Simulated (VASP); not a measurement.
# RbBr (Fm-3m) in VASP: further runs

The runs below take RbBr through G0W0 quasiparticle levels, vibrations by perturbation theory, dielectric tensor, with PBE, PBEsol.

Program: VASP 6.6.1. These are calculated values, not measurements. Logs are shortened: lines on timing, memory, paths and dates and some standing lists are left out, and cuts for length are marked.

## (1) The cell of the first run

Symmetry: Fm-3m, No. 225, cubic system. The conventional cell has a = 6.922 Å, b = 6.922 Å, c = 6.922 Å, α = 90.00°, β = 90.00°, γ = 90.00°. Rb (site symmetry m-3m) has 6 Br at 3.46 Å within 4.5 Å. Within 4.5 Å of Br (site symmetry m-3m) lie 6 Rb at 3.46 Å.

## (2) G0W0 quasiparticle levels, PBE

File POSCAR:

```
RbBr
1.0
    0.0000000000      3.4608318259      3.4608318259
    3.4608318259      0.0000000000      3.4608318259
    3.4608318259      3.4608318259      0.0000000000
Rb Br
1 1
Direct
    0.0000000000      0.0000000000      0.0000000000
    0.5000000000      0.5000000000      0.5000000000
```

File INCAR.step1:

```
  PREC = Accurate
  ENCUT = 500
  EDIFF = 1E-8
  ISMEAR = 0
  SIGMA = 0.01
  LREAL = False
  LASPH = True
  NELM = 100
  ALGO = Normal
  LWAVE = True
  LCHARG = False
  GGA = PE
```

File INCAR.step2:

```
  PREC = Accurate
  ENCUT = 500
  EDIFF = 1E-8
  ISMEAR = 0
  SIGMA = 0.01
  LREAL = False
  LASPH = True
  NELM = 1
  ALGO = Exact
  LWAVE = True
  LCHARG = False
  GGA = PE
  NBANDS = 255
  LOPTICS = True
  ISTART = 1
```

File INCAR.step3:

```
  PREC = Accurate
  ENCUT = 500
  EDIFF = 1E-8
  ISMEAR = 0
  SIGMA = 0.01
  LREAL = False
  LASPH = True
  ALGO = EVGW0
  LWAVE = False
  LCHARG = False
  GGA = PE
  NELMGW = 1
  NBANDS = 255
  ENCUTGW = 120.0
  NOMEGA = 48
  PRECFOCK = Fast
  ISTART = 1
  NBANDSGW = 16
```

File KPOINTS:

```
Automatic mesh
0
Gamma
  4 4 4
```

Potentials or basis: VASP PAW PBE potentials, release 64 (Rb_sv_GW, Br_GW).

On the command line:

```console
$ cat potpaw_PBE.64/Rb_sv_GW/POTCAR potpaw_PBE.64/Br_GW/POTCAR > POTCAR
$ cp INCAR.step1 INCAR
$ mpirun -np 1 vasp_std > vasp.out
$ cp INCAR.step2 INCAR
$ mpirun -np 1 vasp_std > vasp.out
$ cp INCAR.step3 INCAR
$ mpirun -np 1 vasp_std > vasp.out
```

OUTCAR:

```text
PREC = Accurate
   ENCUT = 500
   EDIFF = 1E-8
   ISMEAR = 0
   LREAL = False
   LASPH = True
   GGA = PE
   NELMGW = 1
   ENCUTGW = 120.0
   PRECFOCK = Fast
   ISTART = 1

 ion  position               nearest neighbor table
   1  0.000  0.000  0.000-
   2  0.500  0.500  0.500-

  LATTYP: Found a face centered cubic cell.
 ALAT       =     6.9216636518

  Lattice vectors:

 A1 = (   0.0000000000,   3.4608318259,   3.4608318259)
 A2 = (   3.4608318259,   0.0000000000,   3.4608318259)
 A3 = (   3.4608318259,   3.4608318259,   0.0000000000)

Analysis of symmetry for initial positions (statically):
=====================================================================
 Subroutine PRICEL returns:
 Original cell was already a primitive cell.

 Routine SETGRP: Setting up the symmetry group for a
 face centered cubic supercell.

 Subroutine GETGRP returns: Found 48 space group operations
 (whereof 48 operations were pure point group operations)
 out of a pool of 48 trial point group operations.

The static configuration has the point symmetry O_h .

Analysis of symmetry for dynamics (positions and initial velocities):
=====================================================================
 Subroutine PRICEL returns:
 Original cell was already a primitive cell.

 Routine SETGRP: Setting up the symmetry group for a
 face centered cubic supercell.

 Subroutine GETGRP returns: Found 48 space group operations
 (whereof 48 operations were pure point group operations)
 out of a pool of 48 trial point group operations.

The dynamic configuration has the point symmetry O_h .

 Subroutine INISYM returns: Found 48 space group operations
 (whereof 48 operations are pure point group operations),
 and found     1 'primitive' translations

----------------------------------------------------------------------------------------

                                     Primitive cell

  volume of cell :      82.9032

  direct lattice vectors                    reciprocal lattice vectors
     0.000000000  3.460831826  3.460831826    -0.144473937  0.144473937  0.144473937
     3.460831826  0.000000000  3.460831826     0.144473937 -0.144473937  0.144473937
     3.460831826  3.460831826  0.000000000     0.144473937  0.144473937 -0.144473937

  length of vectors
     4.894355305  4.894355305  4.894355305     0.250236200  0.250236200  0.250236200

  position of ions in fractional coordinates (direct lattice)
     0.000000000  0.000000000  0.000000000
     0.500000000  0.500000000  0.500000000

  ion indices of the primitive-cell ions
   primitive index   ion index
                 1           1
                 2           2

----------------------------------------------------------------------------------------

 KPOINTS: Automatic mesh

Automatic generation of k-mesh.
 Grid dimensions read from file:
 generate k-points for:    4    4    4

 Generating k-lattice:

  Cartesian coordinates                     Fractional coordinates (reciprocal lattice)
    -0.036118484  0.036118484  0.036118484     0.250000000  0.000000000  0.000000000
     0.036118484 -0.036118484  0.036118484     0.000000000  0.250000000  0.000000000
     0.036118484  0.036118484 -0.036118484     0.000000000  0.000000000  0.250000000

  Length of vectors
     0.062559050  0.062559050  0.062559050

  Shift w.r.t. Gamma in fractional coordinates (k-lattice)
     0.000000000  0.000000000  0.000000000

 Subroutine IBZKPT returns following result:
 ===========================================

 Found      8 irreducible k-points:

 Following reciprocal coordinates:
            Coordinates               Weight
  0.000000  0.000000  0.000000      1.000000
  0.250000  0.000000  0.000000      8.000000
  0.500000  0.000000  0.000000      4.000000
  0.250000  0.250000  0.000000      6.000000
  0.500000  0.250000  0.000000     24.000000
 -0.250000  0.250000  0.000000     12.000000
  0.500000  0.500000  0.000000      3.000000
 -0.250000  0.500000  0.250000      6.000000
   k-points           NKPTS =      8   k-points in BZ     NKDIM =     64   number of bands    NBANDS=    255
   number of dos      NEDOS =    301   number of ions     NIONS =      2
   total plane-waves  NPLWV =  46656
   dimension x,y,z NGX =    36 NGY =   36 NGZ =   36
   dimension x,y,z NGXF=    72 NGYF=   72 NGZF=   72
   ions per type =               1   1
   NGX,Y,Z   is equivalent  to a cutoff of  12.23, 12.23, 12.23 a.u.
   NGXF,Y,Z  is equivalent  to a cutoff of  24.46, 24.46, 24.46 a.u.
 SYSTEM =  unknown system
   PREC   = accura    normal or accurate (medium, high low for compatibility)
   ISTART =      1    job   : 0-new  1-cont  2-samecut
   ICHARG =      0    charge: 1-file 2-atom 10-const
   ISPIN  =      1    spin polarized calculation?
   LNONCOLLINEAR =      F non collinear calculations
   LSORBIT =      F    spin-orbit coupling
   LASPH  =      T    aspherical Exc in radial PAW
   ENCUT  =  500.0 eV  36.75 Ry    6.06 a.u.   8.92  8.92  8.92*2*pi/ulx,y,z
   NELM   =     60;   NELMIN=  2; NELMDL=  0     # of ELM steps
   EDIFF  = 0.1E-07   stopping-criterion for ELM
   LREAL  =      F    real-space projection
   EDIFFG = 0.1E-06   stopping-criterion for IOM
   NSW    =      0    number of steps for IOM
   IBRION =     -1    ionic relax: 0-MD 1-quasi-New 2-CG
   NFREE  =      0    steps in history (QN), initial steepest desc. (CG)
   ISIF   =      0    stress and relaxation
   ISYM   =      3    0-nonsym 1-usesym 2-fastsym
   POTIM  = 0.5000    time-step for ionic-motion
   TEBEG  =    0.0;   TEEND  =   0.0 temperature during run
   PSTRESS=    0.0 pullay stress
   NELECT =      16.0000    total number of electrons
   NUPDOWN=      -1.0000    fix difference up-down
   EMIN   =  10.00;   EMAX   =-10.00  energy-range for DOS
   EFERMI =   0.00;   METHOD = LEGACY
   ISMEAR =     0;   SIGMA  =   0.01  broadening in eV -4-tet -1-fermi 0-gaus
   EFERMI_NEDOS =   21; number of points for ismear=-14 and -15
   IALGO  =     38    algorithm
   IMIX   =      4    mixing-type and parameters
     AMIX     =   0.40;   BMIX     =  1.00
     AMIX_MAG =   1.60;   BMIX_MAG =  1.00
  volume/ion in A,a.u.               =      41.45       279.73
  Fermi-wavevector in a.u.,A,eV,Ry     =   0.946072  1.787817 12.177933  0.895053
  Thomas-Fermi vector in A             =   2.074035
   LORBIT       =      0    0 simple, 1 ext, 2 COOP (PROOUT), +10 PAW based schemes
   GGA     = PE    functional components
   LHFCALC =     T    Hartree Fock is set to
   PRECFOCK=fast      Normal, Fast or Accurate (Low or Medium for compatibility)
   ENCUT4O =  -1.0   cutoff for four orbital integrals eV
   NKREDX  =     1    reduce k-point grid by
   NKREDY  =     1    reduce k-point grid by
   NKREDZ  =     1    reduce k-point grid by
   AEXX    =    1.0000 exact exchange contribution
   HFSCREEN=    0.0000 screening length (either q_TF or 0.3 A-1)
   HFSCREENC=   0.0000 screening length for correlation (either q_TF or 0.3 A-1)
   ENCUTFOCK=  -1.0 apply spherical cutoff to Coloumb kernel
   IVDW    =     0    specifies the selected vdW correction
   LEPSILON=     F    determine dielectric tensor
   LRPA    =     F    only Hartree local field effects (RPA)
   LRPAFORCE           =     F    calculate RPA forces
   ENCUTGW             = 120.0    cutoff for response function in eV
   ENCUTGWSOFT         =  96.0    soft cutoff for Coulomb kernel in GW response function in eV
   ENCUTLF             =  -1.0    cutoff for local field effects
   NELMGW              =     1    number of iterations in solving QP/BSE equation
   NELMHF              =     1    number of iterations in the inner HF iteration
   NKREDLFX            =     1    NKREDLFY  =   1   NKREDLFZ  =   1
 non-spin polarized calculation
 Gauss-broadening in eV      SIGMA  =   0.01
  energy-cutoff  :      500.00
  volume of cell :       82.90
 maximum number of plane-waves:      2148
  NGX = 20; NGY = 20; NGZ = 20
   NGX = 17   NGY = 17   NGZ = 17
 maximum number of plane-waves:       259
 NGX is ok and might be reduce to    18

 QP shifts <psi_nk| G(iteration)W_0 |psi_nk>: iteration 1
 for sc-GW calculations column KS-energies equals QP-energies in previous step
 and V_xc(KS)=  KS-energies - (<T + V_ion + V_H > + <T+V_H+V_ion>^1  + <V_x>^1)

 k-point   1 :       0.0000    0.0000    0.0000
  band No.  KS-energies  QP-energies   sigma(KS)   V_xc(KS)     V^pw_x(r,r')   Z            occupation Imag(sigma)

      1     -25.7425     -27.3193     -18.8533     -16.4847     -26.9190       0.6657       2.0000       1.0421
      2     -13.4146     -14.8797     -16.0963     -13.9896     -22.1706       0.6954       2.0000       1.2549
      3      -9.8136     -12.5594     -18.5107     -15.1329     -20.8573       0.8129       2.0000       0.1157
      4      -9.8136     -12.5594     -18.5107     -15.1329     -20.8573       0.8129       2.0000       0.1157
      5      -9.8136     -12.5594     -18.5107     -15.1329     -20.8573       0.8129       2.0000       0.1157
      6      -1.2631      -3.1755     -14.9033     -12.5036     -16.4184       0.7970       2.0000       0.0906
[... 8 lines left out ...]
     15       9.6291       9.7574      -3.9259      -4.0823      -0.6818       0.8203       0.0000      -0.1883
     16      14.3313      16.2168      -8.7483     -11.0685      -4.8056       0.8126       0.0000      -0.2387

 k-point   2 :       0.2500    0.0000    0.0000
  band No.  KS-energies  QP-energies   sigma(KS)   V_xc(KS)     V^pw_x(r,r')   Z            occupation Imag(sigma)

      1     -25.7385     -27.3167     -18.8587     -16.4917     -26.9236       0.6667       2.0000       1.0397
      2     -13.4328     -14.9022     -16.1048     -13.9741     -22.1480       0.6896       2.0000       1.2360
      3      -9.8173     -12.5586     -18.5011     -15.1252     -20.8441       0.8120       2.0000       0.1128
      4      -9.8173     -12.5586     -18.5011     -15.1252     -20.8441       0.8120       2.0000       0.1128
      5      -9.7937     -12.5089     -18.4821     -15.1386     -20.8441       0.8121       2.0000       0.1187
      6      -1.7941      -3.7648     -14.0553     -11.5698     -15.5757       0.7929       2.0000       0.0946
[... 8 lines left out ...]
     15      10.9561      12.1283      -6.6563      -8.0821      -3.0870       0.8221       0.0000      -0.1747
     16      11.7442      12.1234      -4.7136      -5.1665      -1.2461       0.8373       0.0000      -0.2897

 k-point   3 :       0.5000    0.0000    0.0000
  band No.  KS-energies  QP-energies   sigma(KS)   V_xc(KS)     V^pw_x(r,r')   Z            occupation Imag(sigma)

      1     -25.7345     -27.3164     -18.8641     -16.4987     -26.9284       0.6688       2.0000       1.0374
      2     -13.4507     -14.9267     -16.1129     -13.9590     -22.1255       0.6853       2.0000       1.2174
      3      -9.8209     -12.5576     -18.4917     -15.1177     -20.8311       0.8111       2.0000       0.1099
      4      -9.8209     -12.5576     -18.4917     -15.1177     -20.8311       0.8111       2.0000       0.1099
      5      -9.7740     -12.4618     -18.4536     -15.1439     -20.8308       0.8121       2.0000       0.1217
      6      -2.2007      -4.2440     -13.6405     -11.0611     -15.2259       0.7921       2.0000       0.1022
[... 74 lines left out ...]
      1     -25.7323     -27.3230     -18.8683     -16.5024     -26.9310       0.6724       2.0000       1.0394
      2     -13.3649     -14.8322     -16.1634     -14.0654     -22.2133       0.6994       2.0000       1.2425
      3      -9.9755     -12.7280     -18.2137     -14.7998     -20.5938       0.8063       2.0000       0.1370
      4      -9.8777     -12.6163     -18.3998     -15.0078     -20.7599       0.8074       2.0000       0.1240
      5      -9.8777     -12.6163     -18.3998     -15.0078     -20.7599       0.8074       2.0000       0.1240
      6      -1.7266      -3.7168     -14.4500     -11.9391     -16.0241       0.7926       2.0000       0.0952
[... 8 lines left out ...]
     15       9.4531      11.0668      -7.5802      -9.5335      -4.1085       0.8262       0.0000      -0.1230
     16      11.0620      11.7931      -6.2667      -7.1719      -2.5955       0.8078       0.0000      -0.2319

 k-point   8 :      -0.2500    0.5000    0.2500
  band No.  KS-energies  QP-energies   sigma(KS)   V_xc(KS)     V^pw_x(r,r')   Z            occupation Imag(sigma)

      1     -25.7322     -27.3244     -18.8681     -16.5028     -26.9312       0.6731       2.0000       1.0385
      2     -13.3894     -14.8668     -16.1531     -14.0365     -22.1877       0.6980       2.0000       1.2326
      3      -9.9265     -12.6699     -18.3055     -14.9032     -20.6753       0.8063       2.0000       0.1305
      4      -9.9265     -12.6699     -18.3055     -14.9032     -20.6753       0.8063       2.0000       0.1305
      5      -9.7985     -12.5199     -18.4940     -15.1423     -20.8466       0.8120       2.0000       0.1136
      6      -1.7259      -3.6953     -14.3321     -11.8413     -15.8894       0.7907       2.0000       0.0957
[... 8 lines left out ...]
     15       9.5944      10.7666      -7.1667      -8.5861      -3.8000       0.8259       0.0000      -0.1176
     16      10.2825      11.2946      -6.6085      -7.8500      -3.0733       0.8152       0.0000      -0.1763
```

Wall time 12 min (1 thread of Intel Xeon 6975P-C (Granite Rapids), shared host); peak memory 1.1 GiB.

What came out:

```yaml
Quasiparticle_gap: 6.79 eV
Least_direct_quasiparticle_gap: 6.79 eV
Band_gap_of_the_starting_levels_on_the_mesh: 4.28 eV
Least_direct_gap_of_the_starting_levels_on_the_mesh: 4.28 eV
```

Caveat: the k points lie up to 0.39 Å⁻¹ apart; bands, screening cutoff and mesh are small and nothing is extrapolated, so the quasiparticle values aren't converged.

## (3) Vibrations by perturbation theory, PBEsol

This run uses another cell than the first one, of 40.11 Å³/atom.

File INCAR:

```
SYSTEM = RbBr
ALGO = Normal
EDIFF = 1E-8
ENCUT = 520
GGA = PS
IBRION = 8
ISIF = 2
ISMEAR = 0
LASPH = .True.
LCHARG = .False.
LEPSILON = .True.
LREAL = .False.
LWAVE = .False.
NBANDS = 15
NELM = 80
NSW = 1
PREC = Accurate
SIGMA = 0.01
```

File KPOINTS:

```
k-points
0
Gamma
  6 6 6
  0 0 0
```

File POSCAR:

```
RbBr
1.0
    0.0000000000      3.4231094477      3.4231094477
    3.4231094477      0.0000000000      3.4231094477
    3.4231094477      3.4231094477      0.0000000000
Rb Br
1 1
Direct
    0.0000000000      0.0000000000      0.0000000000
    0.5000000000      0.5000000000      0.5000000000
```

Potentials or basis: VASP PAW PBE potentials, release 64 (Rb_sv, Br).

On the command line:

```console
$ cat potpaw_PBE.64/Rb_sv/POTCAR potpaw_PBE.64/Br/POTCAR > POTCAR
$ mpirun -np 1 vasp_std > vasp.out
```

OUTCAR:

```text
SYSTEM = RbBr
   EDIFF = 1E-8
   ENCUT = 520
   GGA = PS
   IBRION = 8
   ISIF = 2
   ISMEAR = 0
   LASPH = .True.
   LEPSILON = .True.
   LREAL = .False.
   NELM = 80
   NSW = 1
   PREC = Accurate

 ion  position               nearest neighbor table
   1  0.000  0.000  0.000-   2 3.42   2 3.42   2 3.42   2 3.42   2 3.42   2 3.42
   2  0.500  0.500  0.500-   1 3.42   1 3.42   1 3.42   1 3.42   1 3.42   1 3.42
[... 607 lines left out ...]
      0.000000  0.000000  0.000000    -0.695779    0.000000    0.000000
      3.423109  3.423109  3.423109     0.718256   -0.000000   -0.000000
[... 21 lines left out ...]
   6 f/i=    0.002394 THz     0.015040 2PiTHz    0.079843 cm-1     0.009899 meV
             X         Y         Z           dx          dy          dz
      0.000000  0.000000  0.000000     0.064831    0.039089    0.714255
      3.423109  3.423109  3.423109     0.062802    0.037866    0.691904

--------------------------------------------------------------------------------------------------------

 MACROSCOPIC STATIC DIELECTRIC TENSOR IONIC CONTRIBUTION
 ------------------------------------------------------
           2.705260     0.000000     0.000000
           0.000000     2.705260     0.000000
           0.000000     0.000000     2.705260
 ------------------------------------------------------

 ELASTIC MODULI CONTR FROM IONIC RELAXATION (kBar)
 Direction    XX          YY          ZZ          XY          YZ          ZX
 --------------------------------------------------------------------------------
 XX           0.0000      0.0000      0.0000      0.0000      0.0000      0.0000
 YY           0.0000      0.0000      0.0000      0.0000      0.0000      0.0000
 ZZ           0.0000      0.0000      0.0000      0.0000      0.0000      0.0000
 XY           0.0000      0.0000      0.0000      0.0000      0.0000      0.0000
 YZ           0.0000      0.0000      0.0000      0.0000      0.0000      0.0000
 ZX           0.0000      0.0000      0.0000      0.0000      0.0000      0.0000
 --------------------------------------------------------------------------------

 PIEZOELECTRIC TENSOR IONIC CONTR  for field in x, y, z        (C/m^2)
          XX          YY          ZZ          XY          YZ          ZX
  --------------------------------------------------------------------------------
  x     0.00000     0.00000     0.00000     0.00000     0.00000     0.00000
  y     0.00000     0.00000     0.00000     0.00000     0.00000     0.00000
  z     0.00000     0.00000     0.00000     0.00000     0.00000     0.00000
```

Run time: 13 min. Hardware: 1 thread of AMD EPYC 7R13, shared host; peak memory 0.27 GiB.

What came out:

* Electronic dielectric tensor (diagonal): 2.59
* Born charges (mean of the diagonal): Rb +1.16; Br -1.16 e
* Highest phonon frequency at Γ, LO-TO splitting left out: 86 cm⁻¹

Phonon frequencies in cm⁻¹ (negative: imaginary):
```csv
q point,frequencies
"(0.000, 0.000, 0.000)",0 0 0 86 86 86
```

Electronic dielectric tensor:
```
2.59 0.00 0.00
0.00 2.59 0.00
0.00 0.00 2.59
```

Born effective charge tensors (e):
atom 1, Rb
```
1.16 0.00 0.00
0.00 1.16 0.00
0.00 0.00 1.16
```
atom 2, Br
```
-1.16  0.00  0.00
 0.00 -1.16  0.00
 0.00  0.00 -1.16
```

Caveat: the PAW data sets were made with another functional, which shifts forces and pressure a little.

(Continued in part 2 of 2.)
